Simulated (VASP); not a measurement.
# KTaO3 (Pm-3m) in VASP: notebook, part 3 of 3

VASP 6.6.1.

## (6) Relaxation of cell and atoms, r2SCAN+U

This run uses another cell than the first one, of 12.69 Å³/atom.

Contents of POSCAR:

```
KTaO3
1.0
    3.9883000000      0.0000000000      0.0000000000
    0.0000000000      3.9883000000      0.0000000000
    0.0000000000      0.0000000000      3.9883000000
Ta K O
1 1 3
Direct
    0.0000000000      0.0000000000      0.0000000000
    0.5000000000      0.5000000000      0.5000000000
    0.0000000000      0.0000000000      0.5000000000
    0.0000000000      0.5000000000      0.0000000000
    0.5000000000      0.0000000000      0.0000000000
```

Contents of INCAR.step1:

```
SYSTEM = KTaO3
PREC     = Accurate       ! precision mode
ENCUT    = 600            ! plane-wave cutoff, eV
ISMEAR   = -1             ! smearing method
SIGMA    = 0.05           ! smearing width, eV
LREAL    = .FALSE.        ! projectors in reciprocal space
LASPH    = .TRUE.         ! aspherical terms in the spheres
NELM     = 150            ! most SCF steps
LMAXMIX  = 4              ! l up to which the mixer works
LDAU     = .TRUE.         ! DFT+U
LDAUTYPE = 2            
LDAUL    = 2 -1 -1        ! shell
LDAUU    = 2 0 0          ! U, eV
LDAUJ    = 0 0 0        
GGA      = PE             ! functional
ALGO     = Normal         ! electronic algorithm
EDIFF    = 1E-4           ! SCF threshold, eV
LWAVE    = .TRUE.         ! write WAVECAR
LCHARG   = .FALSE.        ! write CHGCAR
```

Contents of INCAR.step2:

```
SYSTEM = KTaO3
PREC     = Accurate       ! precision mode
ENCUT    = 600            ! plane-wave cutoff, eV
EDIFF    = 1E-6           ! SCF threshold, eV
ISMEAR   = -1             ! smearing method
SIGMA    = 0.05           ! smearing width, eV
LREAL    = .FALSE.        ! projectors in reciprocal space
LASPH    = .TRUE.         ! aspherical terms in the spheres
NELM     = 150            ! most SCF steps
ALGO     = Normal         ! electronic algorithm
ISIF     = 3              ! what is computed and relaxed
LWAVE    = .FALSE.        ! write WAVECAR
LCHARG   = .FALSE.        ! write CHGCAR
LMAXMIX  = 4              ! l up to which the mixer works
LDAU     = .TRUE.         ! DFT+U
LDAUTYPE = 2            
LDAUL    = 2 -1 -1        ! shell
LDAUU    = 2 0 0          ! U, eV
LDAUJ    = 0 0 0        
LDAUPRINT= 1            
METAGGA  = R2SCAN         ! meta-GGA
LMIXTAU  = .TRUE.       
IBRION   = 2              ! ionic algorithm
NSW      = 60             ! ionic steps
EDIFFG   = -0.01          ! ionic threshold
ISTART   = 1
```

Contents of KPOINTS:

```
regular mesh
0
G
  7 7 7
  0 0 0
```

Potentials or basis: VASP PAW PBE potentials, release 64 (Ta_pv, K_sv, O).

Launch:

```console
cat potpaw_PBE.64/Ta_pv/POTCAR potpaw_PBE.64/K_sv/POTCAR potpaw_PBE.64/O/POTCAR > POTCAR
cp INCAR.step1 INCAR
mpirun -np 1 vasp_std > vasp.out
cp INCAR.step2 INCAR
mpirun -np 1 vasp_std > vasp.out
```

OUTCAR:

```text
SYSTEM = KTaO3
   PREC = Accurate
   ENCUT = 600
   EDIFF = 1E-6
   ISMEAR = -1
   LREAL = .FALSE.
   LASPH = .TRUE.
   NELM = 150
   ISIF = 3
   METAGGA = R2SCAN
   IBRION = 2
   NSW = 60
   EDIFFG = -0.01
   ISTART = 1

 ion  position               nearest neighbor table
   1  0.000  0.000  0.000-   3 1.99   4 1.99   5 1.99   3 1.99   4 1.99   5 1.99   2 3.45   2 3.45
                             2 3.45   2 3.45   2 3.45   2 3.45   2 3.45   2 3.45
   2  0.500  0.500  0.500-   3 2.82   4 2.82   5 2.82   4 2.82   5 2.82   3 2.82   5 2.82   5 2.82
                             3 2.82   4 2.82   4 2.82   3 2.82   1 3.45   1 3.45   1 3.45   1 3.45
   3  0.000  0.000  0.500-   1 1.99   1 1.99   2 2.82   2 2.82   2 2.82   2 2.82
   4  0.000  0.500  0.000-   1 1.99   1 1.99   2 2.82   2 2.82   2 2.82   2 2.82
   5  0.500  0.000  0.000-   1 1.99   1 1.99   2 2.82   2 2.82   2 2.82   2 2.82

  LATTYP: Found a simple cubic cell.
 ALAT       =     3.9883000000

  Lattice vectors:

 A1 = (   3.9883000000,   0.0000000000,   0.0000000000)
 A2 = (   0.0000000000,   3.9883000000,   0.0000000000)
 A3 = (   0.0000000000,   0.0000000000,   3.9883000000)

Analysis of symmetry for initial positions (statically):
=====================================================================
 Subroutine PRICEL returns:
 Original cell was already a primitive cell.

 Routine SETGRP: Setting up the symmetry group for a
 simple cubic supercell.

 Subroutine GETGRP returns: Found 48 space group operations
 (whereof 48 operations were pure point group operations)
 out of a pool of 48 trial point group operations.

The static configuration has the point symmetry O_h .

Analysis of symmetry for dynamics (positions and initial velocities):
=====================================================================
 Subroutine PRICEL returns:
 Original cell was already a primitive cell.

 Routine SETGRP: Setting up the symmetry group for a
 simple cubic supercell.

 Subroutine GETGRP returns: Found 48 space group operations
 (whereof 48 operations were pure point group operations)
 out of a pool of 48 trial point group operations.

The dynamic configuration has the point symmetry O_h .

 Subroutine INISYM returns: Found 48 space group operations
 (whereof 48 operations are pure point group operations),
 and found     1 'primitive' translations

----------------------------------------------------------------------------------------

                                     Primitive cell

  volume of cell :      63.4400

  direct lattice vectors                    reciprocal lattice vectors
     3.988300000  0.000000000  0.000000000     0.250733395  0.000000000  0.000000000
     0.000000000  3.988300000  0.000000000     0.000000000  0.250733395  0.000000000
     0.000000000  0.000000000  3.988300000     0.000000000  0.000000000  0.250733395

  length of vectors
[... 94 lines left out ...]
   NELECT =      38.0000    total number of electrons
   NUPDOWN=      -1.0000    fix difference up-down
   EMIN   =  10.00;   EMAX   =-10.00  energy-range for DOS
   EFERMI =   0.00;   METHOD = LEGACY
   ISMEAR =    -1;   SIGMA  =   0.05  broadening in eV -4-tet -1-fermi 0-gaus
   EFERMI_NEDOS =   21; number of points for ismear=-14 and -15
   IALGO  =     38    algorithm
   IMIX   =      4    mixing-type and parameters
     AMIX     =   0.40;   BMIX     =  1.00
     AMIX_MAG =   1.60;   BMIX_MAG =  1.00
  volume/ion in A,a.u.               =      12.69        85.62
  Fermi-wavevector in a.u.,A,eV,Ry     =   1.380008  2.607837 25.911228  1.904422
  Thomas-Fermi vector in A             =   2.504925
   LORBIT       =      0    0 simple, 1 ext, 2 COOP (PROOUT), +10 PAW based schemes
 LDA+U is selected, type is set to LDAUTYPE =  2
   angular momentum for each species LDAUL =     2   -1   -1
   U (eV)           for each species LDAUU =   2.0  0.0  0.0
   J (eV)           for each species LDAUJ =   0.0  0.0  0.0
   METAGGA = R2SCAN    functional components
   LHFCALC =     F    Hartree Fock is set to
   AEXX    =    0.0000 exact exchange contribution
   IVDW    =     0    specifies the selected vdW correction
   LEPSILON=     F    determine dielectric tensor
   LRPA    =     F    only Hartree local field effects (RPA)
 conjugate gradient relaxation of ions
 non-spin polarized calculation
  energy-cutoff  :      600.00
  volume of cell :       63.44
 maximum number of plane-waves:      2146
 NGX is ok and might be reduce to    32
   NGX = 15   NGY = 15   NGZ = 15

--------------------------------------- Ionic step        1  -------------------------------------------

 number of electron      37.9999990 magnetization

 Free energy of the ion-electron system (eV)
  ---------------------------------------------------
  ext. energy  EPLUGINS =         0.00000000
  ---------------------------------------------------
  free energy    TOTEN  =       -85.61255435 eV

  energy without entropy =      -85.61255435  energy(sigma->0) =      -85.61255435

------------------------ aborting loop because EDIFF is reached ----------------------------------------

  FORCE on cell =-STRESS in cart. coord.  units (eV):
  Direction    XX          YY          ZZ          XY          YZ          ZX
  --------------------------------------------------------------------------------------
  -------------------------------------------------------------------------------------
  Total        1.2083170      1.2083170      1.2083170     -0.0000000     -0.0000000      0.0000000
  in kB       30.5160274     30.5160274     30.5160274     -0.0000000     -0.0000000      0.0000000
  external PRESSURE =      30.5160274 kB  Pullay stress =       0.0000000 kB
[... 59 lines left out ...]
  FREE ENERGIE OF THE ION-ELECTRON SYSTEM (eV)
  ---------------------------------------------------
  free  energy   TOTEN  =       -85.6040145694 eV

  energy  without entropy=      -85.6040145694  energy(sigma->0) =      -85.60401457

atom =   1  type =  1  l = 2

 onsite density matrix

spin component  1

  0.1383  0.0000  0.0000  0.0000 -0.0000
  0.0000  0.1383 -0.0000  0.0000 -0.0000
  0.0000 -0.0000  0.2803  0.0000 -0.0000
  0.0000  0.0000  0.0000  0.1383 -0.0000
 -0.0000 -0.0000 -0.0000 -0.0000  0.2803

spin component  2

  0.1383  0.0000  0.0000  0.0000 -0.0000
  0.0000  0.1383 -0.0000  0.0000 -0.0000
  0.0000 -0.0000  0.2803  0.0000 -0.0000
  0.0000  0.0000  0.0000  0.1383 -0.0000
 -0.0000 -0.0000 -0.0000 -0.0000  0.2803

 occupancies and eigenvectors

  o =  0.1383  v =  0.0000  0.5608 -0.0000  0.8279  0.0000  0.0000  0.0000  0.0000  0.0000  0.0000      0.0000  0.0000  0.0000  0.0000  0.0000  0.0000  0.0000  0.0000  0.0000  0.0000
  o =  0.1383  v =  0.0000  0.0000  0.0000  0.0000  0.0000  0.0000  0.5608 -0.0000  0.8279  0.0000      0.0000  0.0000  0.0000  0.0000  0.0000  0.0000  0.0000  0.0000  0.0000  0.0000
  o =  0.1383  v =  0.0000  0.8279 -0.0000 -0.5608 -0.0000  0.0000  0.0000  0.0000  0.0000  0.0000      0.0000  0.0000  0.0000  0.0000  0.0000  0.0000  0.0000  0.0000  0.0000  0.0000
  o =  0.1383  v =  0.0000  0.0000  0.0000  0.0000  0.0000  0.0000  0.8279 -0.0000 -0.5608 -0.0000      0.0000  0.0000  0.0000  0.0000  0.0000  0.0000  0.0000  0.0000  0.0000  0.0000
  o =  0.1383  v =  1.0000  0.0000  0.0000  0.0000  0.0000  0.0000  0.0000  0.0000  0.0000  0.0000      0.0000  0.0000  0.0000  0.0000  0.0000  0.0000  0.0000  0.0000  0.0000  0.0000
  o =  0.1383  v =  0.0000  0.0000  0.0000  0.0000  0.0000  1.0000  0.0000  0.0000  0.0000  0.0000      0.0000  0.0000  0.0000  0.0000  0.0000  0.0000  0.0000  0.0000  0.0000  0.0000
  o =  0.2803  v =  0.0000  0.0000  0.0000  0.0000  0.0000  0.0000  0.0000  0.0052 -0.0000  1.0000      0.0000  0.0000  0.0000  0.0000  0.0000  0.0000  0.0000  0.0000  0.0000  0.0000
  o =  0.2803  v =  0.0000  0.0000  0.0052 -0.0000  1.0000  0.0000  0.0000  0.0000  0.0000  0.0000      0.0000  0.0000  0.0000  0.0000  0.0000  0.0000  0.0000  0.0000  0.0000  0.0000
  o =  0.2803  v =  0.0000  0.0000  0.0000  0.0000  0.0000  0.0000  0.0000  1.0000  0.0000 -0.0052      0.0000  0.0000  0.0000  0.0000  0.0000  0.0000  0.0000  0.0000  0.0000  0.0000
  o =  0.2803  v =  0.0000  0.0000  1.0000  0.0000 -0.0052  0.0000  0.0000  0.0000  0.0000  0.0000      0.0000  0.0000  0.0000  0.0000  0.0000  0.0000  0.0000  0.0000  0.0000  0.0000

--------------------------------------- Ionic step        3  -------------------------------------------

 number of electron      37.9999998 magnetization

 Free energy of the ion-electron system (eV)
  ---------------------------------------------------
  ext. energy  EPLUGINS =         0.00000000
  ---------------------------------------------------
  free energy    TOTEN  =       -85.62110598 eV

  energy without entropy =      -85.62110598  energy(sigma->0) =      -85.62110598

 E-fermi :   2.4276     XC(G=0): -11.4786

 val. band max:        1.3350988015   @ k =   0.4286   0.4286   0.4286
 cond. band min:       4.2471755089   @ k =   0.0000   0.0000   0.0000
 fundamental gap:      2.9120767073
 Fermi energy:         2.4275551853

 k-point     1 :       0.0000    0.0000    0.0000
  band No.  band energies     occupation
      1     -34.3601      2.00000
      2     -34.3601      2.00000
      3     -34.3601      2.00000
      4     -27.0764      2.00000
      5     -17.1350      2.00000
      6     -16.4266      2.00000
[... 541 lines left out ...]
  FREE ENERGIE OF THE ION-ELECTRON SYSTEM (eV)
  ---------------------------------------------------
  free  energy   TOTEN  =       -85.6211059800 eV

  energy  without entropy=      -85.6211059799  energy(sigma->0) =      -85.62110598

 reached required accuracy - stopping structural energy minimisation
```

Wall time 3.2 min (1 thread of Oxide Virtual Turin-like, shared host); peak memory 0.19 GiB.

What came out:

| Quantity | Value |
| --- | --- |
| Free energy | -85.6211 eV |
| Relaxed volume | 12.87 Å³/atom |
| Relaxed cell | a = 4.007 Å, b = 4.007 Å, c = 4.007 Å, α = 90.00°, β = 90.00°, γ = 90.00° |
| Space group after relaxing (to 0.1 Å) | Pm-3m (No. 221) |
| Energy gained by relaxing | 1.7 meV/atom |
| Ionic steps | 3 |
| Pressure after relaxing | 0.0 GPa |
| Band gap on the k mesh | 2.91 eV (least direct gap 3.54 eV) |

Step by step:
```csv
step,energy change (eV),largest force (eV/Å),pressure (GPa),volume (Å³)
1,0.0000,0.0000,3.05,63.44
2,0.0085,0.0000,-4.04,65.68
3,-0.0086,0.0000,-0.01,64.36
```

Final structure:
```
Ta K O
1.0
     4.00743    0.00000    0.00000
     0.00000    4.00743    0.00000
     0.00000    0.00000    4.00743
Ta K O
1 1 3
Direct
  0.00000 0.00000 0.00000
  0.50000 0.50000 0.50000
  0.00000 0.00000 0.50000
  0.00000 0.50000 0.00000
  0.50000 0.00000 0.00000
```

Eigenvalues of the final occupation matrices:
```csv
site,spin,trace,eigenvalues
site 1 d,1,0.98,0.14 0.14 0.14 0.28 0.28
site 1 d,2,0.98,0.14 0.14 0.14 0.28 0.28
```

Caveat: the PAW data sets were made with another functional, which shifts forces and pressure a little; spin-orbit coupling is left out, which moves the levels of the heavy elements; an odd mesh through Γ misses points on the zone boundary, where band edges can lie.

## (7) Summary

| task | level | potentials or basis | U | cell | cutoff (eV) | gap on the mesh (eV) | pressure (GPa) | relaxed volume (Å³/atom) |
| --- | --- | --- | --- | --- | --- | --- | --- | --- |
| single point | PBEsol+D4 | VASP PAW PBE potentials, release 64 (Ta_sv_GW, K_sv, O) | - | a = 3.907 Å, 5 atoms | 700 | 2.31 | 12.8 | - |
| single point | LDA | VASP PAW LDA potentials, release 64 (Ta_sv_GW, K_sv, O) | - | a = 3.907 Å, 5 atoms | 700 | 2.24 | 9.1 | - |
| single point | LDA | VASP PAW LDA potentials, release 64 (Ta_sv_GW, K_sv, O) | - | a = 3.934 Å, 5 atoms | 700 | 2.20 | 3.9 | - |
| relaxation of cell and atoms | r2SCAN+U | VASP PAW PBE potentials, release 64 (Ta_pv, K_sv, O) | Ta d U = 1.0 eV | relaxed from a = 3.988 Å, 5 atoms | 600 | 2.78 | 0.0 | 12.81 |
| relaxation of cell and atoms | r2SCAN+U | VASP PAW PBE potentials, release 64 (Ta_pv, K_sv, O) | Ta d U = 2.0 eV | relaxed from a = 3.988 Å, 5 atoms | 600 | 2.91 | 0.0 | 12.87 |

Alike in all rows: no spin polarisation; k mesh 7 × 7 × 7; smearing fermi-dirac 0.05 eV.

Caveats: spin-orbit coupling is left out, which moves the levels of the heavy elements; an odd mesh through Γ misses points on the zone boundary, where band edges can lie; the cell stands under pressure (at least some runs); the PAW data sets were made with another functional, which shifts forces and pressure a little (at least some runs).

Total energies depend on the potentials used, so only differences within one code and one set of settings carry meaning.
